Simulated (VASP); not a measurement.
Write the native input for VASP 6.6.1 that does the following.

```
Task                   : single point
Functional             : r2SCAN
Potentials or basis    : VASP PAW PBE potentials, release 64 (P, Pb_d)
Cutoff                 : 520 eV
k mesh                 : 4 × 4 × 4
Occupations            : gaussian, width 0.1 eV
Spin                   : no spin polarisation
Dipole correction      : no
Further INCAR settings : ALGO = Normal; EDIFF = 1e-06; NBANDS = 42
```

PPb2:

```xyz
6
Lattice="6.8564 0.0000 0.0000 0.0000 6.8564 0.0000 0.0000 0.0000 4.0948" Properties=species:S:1:pos:R:3 pbc="T T T"
P     0.0000    0.0000    0.0000
P     3.4282    3.4282    2.0474
Pb    2.0487    2.0487    0.0000
Pb    1.3795    5.4769    2.0474
Pb    4.8077    4.8077    0.0000
Pb    5.4769    1.3795    2.0474
```

One way to write it, as run:

POSCAR

```
PPb2
1.0
    6.8563985996      0.0000000000      0.0000000000
    0.0000000000      6.8563985996      0.0000000000
    0.0000000000      0.0000000000      4.0947776936
P Pb
2 4
Direct
    0.0000000000      0.0000000000      0.0000000000
    0.5000000000      0.5000000000      0.5000000000
    0.2987960374      0.2987960374      0.0000000000
    0.2012039626      0.7987960374      0.5000000000
    0.7012039626      0.7012039626      0.0000000000
    0.7987960374      0.2012039626      0.5000000000
```

INCAR.step1

```
SYSTEM = PPb2
ALGO     = Normal         ! electronic algorithm
EDIFF    = 1E-4           ! SCF threshold, eV
ENCUT    = 520            ! plane-wave cutoff, eV
GGA      = PE             ! functional
ISMEAR   = 0              ! smearing method
LASPH    = .TRUE.         ! aspherical terms in the spheres
LCHARG   = .FALSE.        ! write CHGCAR
LREAL    = .FALSE.        ! projectors in reciprocal space
LWAVE    = .TRUE.         ! write WAVECAR
NBANDS   = 42             ! bands
NELM     = 80             ! most SCF steps
PREC     = Accurate       ! precision mode
SIGMA    = 0.1            ! smearing width, eV
```

INCAR.step2

```
SYSTEM = PPb2
ALGO     = Normal         ! electronic algorithm
EDIFF    = 1E-6           ! SCF threshold, eV
ENCUT    = 520            ! plane-wave cutoff, eV
ISIF     = 2              ! what is computed and relaxed
ISMEAR   = 0              ! smearing method
ISTART   = 1            
LASPH    = .TRUE.         ! aspherical terms in the spheres
LCHARG   = .FALSE.        ! write CHGCAR
LMIXTAU  = .TRUE.       
LREAL    = .FALSE.        ! projectors in reciprocal space
LWAVE    = .FALSE.        ! write WAVECAR
METAGGA  = R2SCAN         ! meta-GGA
NBANDS   = 42             ! bands
NELM     = 80             ! most SCF steps
PREC     = Accurate       ! precision mode
SIGMA    = 0.1            ! smearing width, eV
```

KPOINTS

```
k-points
0
G
  4 4 4
  0 0 0
```

Potentials or basis: VASP PAW PBE potentials, release 64 (P, Pb_d).

Command:

```sh
$ cat potpaw_PBE.64/P/POTCAR potpaw_PBE.64/Pb_d/POTCAR > POTCAR
$ cp INCAR.step1 INCAR
$ mpirun -np 1 vasp_std > vasp.out
$ cp INCAR.step2 INCAR
$ mpirun -np 1 vasp_std > vasp.out
```

Results of the run:

* Pressure: 0.0 GPa
* Largest force: 0.008 eV/Å
* Band gap on the k mesh: zero (bands 33 and 34 overlap by 1.51 eV)

Caveat: the k points lie up to 0.38 Å⁻¹ apart, too coarse for converged energies and pressures of a metal; the PAW data sets were made with another functional, which shifts forces and pressure a little; spin-orbit coupling is left out, which moves the levels of the heavy elements.

It took 4.2 min on 1 thread of Intel(R) Xeon(R) 6975P-C (Granite Rapids) (shared host), peak memory 0.37 GiB.
